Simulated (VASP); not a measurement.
# K (I4/mmm) in VASP: further runs

Runs on K. Level: PBE. Tasks: single point.

Everything below comes from runs of VASP 6.6.1. Logs are shortened: lines on timing, memory, paths and dates and some standing lists are left out, and cuts for length are marked.

**1. The cell of the first run**

Symmetry: I4/mmm, No. 139, tetragonal system. Conventional cell: a = 5.393 Å, b = 5.393 Å, c = 5.079 Å, α = 90.00°, β = 90.00°, γ = 90.00°.

**2. Single point, PBE (strain +0.030 along x and y, -0.030 along z)**

INCAR

```
  PREC = Accurate
  ENCUT = 520
  EDIFF = 1E-6
  ISMEAR = 0
  SIGMA = 0.15
  LREAL = F
  LASPH = T
  NELM = 80
  ALGO = Fast
  ISIF = 2
  LWAVE = F
  LCHARG = F
  GGA = PE
  NBANDS = 10
```

KPOINTS

```
Automatic mesh
0
Gamma
  14 14 14
```

POSCAR

```
K
1.0
   -2.6965400000      2.6965400000      2.5394600000
    2.6965400000     -2.6965400000      2.5394600000
    2.6965400000      2.6965400000     -2.5394600000
K
1
Direct
    0.0000000000      0.0000000000      0.0000000000
```

Potentials or basis: VASP PAW PBE potentials, release 64 (K_sv).

Run with:

```console
$ cat potpaw_PBE.64/K_sv/POTCAR > POTCAR
$ mpirun -np 1 vasp_std > vasp.out
```

OUTCAR:

```text
PREC = Accurate
   ENCUT = 520
   EDIFF = 1E-6
   ISMEAR = 0
   LREAL = F
   LASPH = T
   NELM = 80
   ISIF = 2
   GGA = PE

 ion  position               nearest neighbor table
   1  0.000  0.000  0.000-

  LATTYP: Found a body centered tetragonal cell.
 ALAT       =     5.3930800000
 C/A-ratio  =     0.9417475728

  Lattice vectors:

 A1 = (  -2.6965400000,   2.6965400000,   2.5394600000)
 A2 = (   2.6965400000,  -2.6965400000,   2.5394600000)
 A3 = (   2.6965400000,   2.6965400000,  -2.5394600000)

Analysis of symmetry for initial positions (statically):
=====================================================================
 Subroutine PRICEL returns:
 Original cell was already a primitive cell.

 Routine SETGRP: Setting up the symmetry group for a
 body centered tetragonal supercell.

 Subroutine GETGRP returns: Found 16 space group operations
 (whereof 16 operations were pure point group operations)
 out of a pool of 16 trial point group operations.

The static configuration has the point symmetry D_4h.

Analysis of symmetry for dynamics (positions and initial velocities):
=====================================================================
 Subroutine PRICEL returns:
 Original cell was already a primitive cell.

 Routine SETGRP: Setting up the symmetry group for a
 body centered tetragonal supercell.

 Subroutine GETGRP returns: Found 16 space group operations
 (whereof 16 operations were pure point group operations)
 out of a pool of 16 trial point group operations.

The dynamic configuration has the point symmetry D_4h.

 Subroutine INISYM returns: Found 16 space group operations
 (whereof 16 operations are pure point group operations),
 and found     1 'primitive' translations

----------------------------------------------------------------------------------------

                                     Primitive cell

  volume of cell :      73.8610

  direct lattice vectors                    reciprocal lattice vectors
    -2.696540000  2.696540000  2.539460000     0.000000000  0.185422801  0.196892253
     2.696540000 -2.696540000  2.539460000     0.185422801  0.000000000  0.196892253
     2.696540000  2.696540000 -2.539460000     0.185422801  0.185422801  0.000000000

  length of vectors
     4.581649598  4.581649598  4.581649598     0.270459192  0.270459192  0.262227440

  position of ions in fractional coordinates (direct lattice)
     0.000000000  0.000000000  0.000000000

  ion indices of the primitive-cell ions
   primitive index   ion index
                 1           1

----------------------------------------------------------------------------------------

 KPOINTS: Automatic mesh

Automatic generation of k-mesh.
 Grid dimensions read from file:
 generate k-points for:   14   14   14

 Generating k-lattice:

  Cartesian coordinates                     Fractional coordinates (reciprocal lattice)
     0.000000000  0.013244486  0.014063732     0.071428571  0.000000000  0.000000000
     0.013244486  0.000000000  0.014063732     0.000000000  0.071428571  0.000000000
     0.013244486  0.013244486  0.000000000     0.000000000  0.000000000  0.071428571

  Length of vectors
     0.019318514  0.019318514  0.018730531

  Shift w.r.t. Gamma in fractional coordinates (k-lattice)
     0.000000000  0.000000000  0.000000000

 Subroutine IBZKPT returns following result:
 ===========================================

 Found    244 irreducible k-points:

 Following reciprocal coordinates:
            Coordinates               Weight
  0.000000  0.000000  0.000000      1.000000
  0.071429 -0.000000  0.000000      8.000000
  0.142857  0.000000 -0.000000      8.000000
  0.214286 -0.000000  0.000000      8.000000
  0.285714 -0.000000  0.000000      8.000000
  0.357143 -0.000000  0.000000      8.000000
[... 16 lines left out ...]
  0.214286  0.142857  0.000000     16.000000
  0.285714  0.142857  0.000000     16.000000
 [... further k-points ...]
   k-points           NKPTS =    244   k-points in BZ     NKDIM =    244   number of bands    NBANDS=     10
   number of dos      NEDOS =    301   number of ions     NIONS =      1
   total plane-waves  NPLWV =  46656
   dimension x,y,z NGX =    36 NGY =   36 NGZ =   36
   dimension x,y,z NGXF=    72 NGYF=   72 NGZF=   72
   ions per type =               1
   NGX,Y,Z   is equivalent  to a cutoff of  13.06, 13.06, 13.06 a.u.
   NGXF,Y,Z  is equivalent  to a cutoff of  26.13, 26.13, 26.13 a.u.
 SYSTEM =  unknown system
   PREC   = accura    normal or accurate (medium, high low for compatibility)
   ISTART =      0    job   : 0-new  1-cont  2-samecut
   ICHARG =      2    charge: 1-file 2-atom 10-const
   ISPIN  =      1    spin polarized calculation?
   LNONCOLLINEAR =      F non collinear calculations
   LSORBIT =      F    spin-orbit coupling
   LASPH  =      T    aspherical Exc in radial PAW
   ENCUT  =  520.0 eV  38.22 Ry    6.18 a.u.   8.52  8.52  8.52*2*pi/ulx,y,z
   NELM   =     80;   NELMIN=  2; NELMDL= -5     # of ELM steps
   EDIFF  = 0.1E-05   stopping-criterion for ELM
   LREAL  =      F    real-space projection
   EDIFFG = 0.1E-04   stopping-criterion for IOM
   NSW    =      0    number of steps for IOM
   IBRION =     -1    ionic relax: 0-MD 1-quasi-New 2-CG
   NFREE  =      0    steps in history (QN), initial steepest desc. (CG)
   ISIF   =      2    stress and relaxation
   ISYM   =      2    0-nonsym 1-usesym 2-fastsym
   POTIM  = 0.5000    time-step for ionic-motion
   TEBEG  =    0.0;   TEEND  =   0.0 temperature during run
   PSTRESS=    0.0 pullay stress
   NELECT =       9.0000    total number of electrons
   NUPDOWN=      -1.0000    fix difference up-down
   EMIN   =  10.00;   EMAX   =-10.00  energy-range for DOS
   EFERMI =   0.00;   METHOD = LEGACY
   ISMEAR =     0;   SIGMA  =   0.15  broadening in eV -4-tet -1-fermi 0-gaus
   EFERMI_NEDOS =   21; number of points for ismear=-14 and -15
   IALGO  =     68    algorithm
   IMIX   =      4    mixing-type and parameters
     AMIX     =   0.40;   BMIX     =  1.00
     AMIX_MAG =   1.60;   BMIX_MAG =  1.00
  volume/ion in A,a.u.               =      73.86       498.44
  Fermi-wavevector in a.u.,A,eV,Ry     =   0.811616  1.533732  8.962438  0.658721
  Thomas-Fermi vector in A             =   1.921008
   LORBIT       =      0    0 simple, 1 ext, 2 COOP (PROOUT), +10 PAW based schemes
   GGA     = PE    functional components
   LHFCALC =     F    Hartree Fock is set to
   AEXX    =    0.0000 exact exchange contribution
   IVDW    =     0    specifies the selected vdW correction
   LEPSILON=     F    determine dielectric tensor
   LRPA    =     F    only Hartree local field effects (RPA)
 non-spin polarized calculation
 RMM-DIIS sequential band-by-band and
 Gauss-broadening in eV      SIGMA  =   0.15
  energy-cutoff  :      520.00
  volume of cell :       73.86
 maximum number of plane-waves:      2025
 NGX is ok and might be reduce to    36
   NGX = 17   NGY = 17   NGZ = 17

 number of electron       9.0000000 magnetization

 Free energy of the ion-electron system (eV)
  ---------------------------------------------------
  ext. energy  EPLUGINS =         0.00000000
  ---------------------------------------------------
  free energy    TOTEN  =        -1.05122426 eV

  energy without entropy =       -1.04248991  energy(sigma->0) =       -1.04685709

 E-fermi :  -0.1257     XC(G=0):  -5.6411

 val. band max:       -0.1571718510   @ k =  -0.0714   0.4286   0.0714
 cond. band min:      -0.1189541278   @ k =   0.5000   0.3571   0.0000
 fundamental gap:      0.0382177232
 Fermi energy:        -0.1256533404

 k-point     1 :       0.0000    0.0000    0.0000
  band No.  band energies     occupation
      1     -32.2653      2.00000
      2     -15.7152      2.00000
      3     -15.7148      2.00000
      4     -15.7148      2.00000
      5      -2.2795      2.00000
      6       3.9650      0.00000
      7       4.2736      0.00000
      8       4.2736      0.00000
      9       4.8623      0.00000
     10       5.2635      0.00000

 k-point     2 :       0.0714   -0.0000    0.0000
  band No.  band energies     occupation
      1     -32.2651      2.00000
      2     -15.7184      2.00000
      3     -15.7160      2.00000
      4     -15.7151      2.00000
      5      -2.2148      2.00000
      6       3.9372      0.00000
      7       4.1743      0.00000
      8       4.2576      0.00000
      9       4.8278      0.00000
     10       5.1579      0.00000

 k-point     3 :       0.1429    0.0000   -0.0000
  band No.  band energies     occupation
      1     -32.2645      2.00000
      2     -15.7277      2.00000
      3     -15.7192      2.00000
      4     -15.7153      2.00000
      5      -2.0227      2.00000
      6       3.7754      0.00000
      7       3.7902      0.00000
      8       4.3383      0.00000
      9       4.8183      0.00000
     10       5.0359      0.00000

 k-point     4 :       0.2143   -0.0000    0.0000
  band No.  band energies     occupation
      1     -32.2637      2.00000
      2     -15.7411      2.00000
      3     -15.7239      2.00000
      4     -15.7156      2.00000
      5      -1.7096      2.00000
      6       3.1972      0.00000
      7       3.5254      0.00000
      8       4.5576      0.00000
      9       4.8963      0.00000
     10       4.9912      0.00000

 k-point     5 :       0.2857   -0.0000    0.0000
  band No.  band energies     occupation
      1     -32.2628      2.00000
      2     -15.7558      2.00000
      3     -15.7291      2.00000
      4     -15.7159      2.00000
      5      -1.2861      2.00000
      6       2.5386      0.00000
      7       3.2824      0.00000
      8       4.8791      0.00000
      9       4.9889      0.00000
     10       5.0088      0.00000

 k-point     6 :       0.3571   -0.0000    0.0000
  band No.  band energies     occupation
      1     -32.2620      2.00000
      2     -15.7690      2.00000
      3     -15.7337      2.00000
      4     -15.7162      2.00000
      5      -0.7674      2.00000
      6       1.8613      0.00000
      7       3.0904      0.00000
      8       4.9444      0.00000
      9       5.1507      0.00000
     10       5.2854      0.00000
[... 183 lines left out ...]
 k-point    21 :      -0.0714    0.0714    0.0000
  band No.  band energies     occupation
      1     -32.2651      2.00000
      2     -15.7182      2.00000
      3     -15.7162      2.00000
      4     -15.7148      2.00000
      5      -2.2187      2.00000
      6       3.8822      0.00000
      7       4.2014      0.00000
      8       4.3250      0.00000
      9       4.7432      0.00000
     10       5.2359      0.00000

 k-point    22 :       0.1429    0.1429   -0.0000
  band No.  band energies     occupation
      1     -32.2632      2.00000
      2     -15.7477      2.00000
      3     -15.7238      2.00000
      4     -15.7193      2.00000
      5      -1.5108      2.00000
      6       3.0625      0.00000
      7       3.2401      0.00000
      8       4.5808      0.00000
      9       4.7318      0.00000
     10       5.2667      0.00000

 k-point    23 :       0.2143    0.1429    0.0000
  band No.  band energies     occupation
      1     -32.2624      2.00000
      2     -15.7593      2.00000
      3     -15.7295      2.00000
      4     -15.7204      2.00000
      5      -1.0870      2.00000
      6       2.5101      0.00000
      7       2.9638      0.00000
      8       4.6970      0.00000
      9       4.8097      0.00000
     10       5.4706      0.00000

 k-point    24 :       0.2857    0.1429    0.0000
  band No.  band energies     occupation
      1     -32.2617      2.00000
      2     -15.7689      2.00000
      3     -15.7355      2.00000
      4     -15.7208      2.00000
      5      -0.5695      1.99997
      6       1.8931      0.00000
      7       2.7631      0.00000
      8       4.6347      0.00000
      9       5.0289      0.00000
     10       5.6142      0.00000

 [... further k-points ...]
[... 5 lines left out ...]
  --------------------------------------------------------------------------------------
  -------------------------------------------------------------------------------------
  Total       -0.0109779     -0.0109779      0.0182240      0.0000000      0.0000000      0.0000000
  in kB       -0.2381309     -0.2381309      0.3953103      0.0000000      0.0000000      0.0000000
  external PRESSURE =      -0.0269838 kB  Pullay stress =       0.0000000 kB

 VOLUME and BASIS-vectors are now :
 -----------------------------------------------------------------------------
  energy-cutoff  :      520.00
  volume of cell :       73.86
      direct lattice vectors                 reciprocal lattice vectors
    -2.696540000  2.696540000  2.539460000     0.000000000  0.185422801  0.196892253
     2.696540000 -2.696540000  2.539460000     0.185422801  0.000000000  0.196892253
     2.696540000  2.696540000 -2.539460000     0.185422801  0.185422801  0.000000000

 POSITION                                       TOTAL-FORCE (eV/Angst)
 -----------------------------------------------------------------------------------
      0.00000      0.00000      0.00000         0.000000     -0.000000     -0.000000
 -----------------------------------------------------------------------------------
    total drift:                               -0.000000     -0.000000      0.000000

  FREE ENERGIE OF THE ION-ELECTRON SYSTEM (eV)
  ---------------------------------------------------
  free  energy   TOTEN  =        -1.0512242569 eV

  energy  without entropy=       -1.0424899146  energy(sigma->0) =       -1.04685709
```

Wall time 96 s (1 thread of AMD EPYC 9R45 (Zen 5), shared host); peak memory 0.29 GiB.

Results:

* Free energy: -1.0512 eV
* Pressure: 0.0 GPa
* Band gap on the k mesh: zero (an odd number of electrons rules out a gap without spin polarisation)

Caveat: the cell differs from its parent crystal (strain +0.030 along x and y, -0.030 along z).

**3. Single point, PBE (strain +0.030 along x and y, -0.015 along z)**

INCAR

```
PREC = Accurate
ENCUT = 520
EDIFF = 1E-7
ISMEAR = 0
SIGMA = 0.15
LREAL = F
LASPH = T
NELM = 100
ALGO = Fast
ISIF = 2
LWAVE = F
LCHARG = F
GGA = PE
NBANDS = 10
```

KPOINTS

```
regular mesh
0
Gamma
  14 14 14
```

POSCAR

```
K
1.0
   -2.6965400000      2.6965400000      2.5787300000
    2.6965400000     -2.6965400000      2.5787300000
    2.6965400000      2.6965400000     -2.5787300000
K
1
Direct
    0.0000000000      0.0000000000      0.0000000000
```

Potentials or basis: VASP PAW PBE potentials, release 64 (K_sv).

Run with:

```console
$ cat potpaw_PBE.64/K_sv/POTCAR > POTCAR
$ mpirun -np 1 vasp_std > vasp.out
```

Wall time 2.1 min (1 thread of AMD EPYC 9R45 (Zen 5), shared host); peak memory 0.29 GiB.

Results (log left out):

- Free energy: -1.0513 eV
- Pressure: -0.1 GPa
- Band gap on the k mesh: zero (an odd number of electrons rules out a gap without spin polarisation)

Levels at points of the mesh, in eV from the Fermi level:
```tsv
k point	band 1	band 2	band 3	band 4	band 5	band 6	band 7	band 8	band 9	band 10
(0.00, 0.00, 0.00)	-32.15	-15.60	-15.60	-15.60	-2.13	4.13	4.35	4.35	5.02	5.31
(0.50, 0.00, 0.00)	-32.14	-15.66	-15.62	-15.60	0.48	0.72	3.08	4.85	5.78	5.83
(0.50, 0.50, 0.00)	-32.14	-15.66	-15.62	-15.60	0.38	0.60	3.33	4.72	5.59	6.08
(0.50, 0.50, 0.50)	-32.14	-15.65	-15.65	-15.64	1.61	1.75	3.26	3.26	3.77	5.41
```

Caveat: the cell differs from its parent crystal (strain +0.030 along x and y, -0.015 along z).
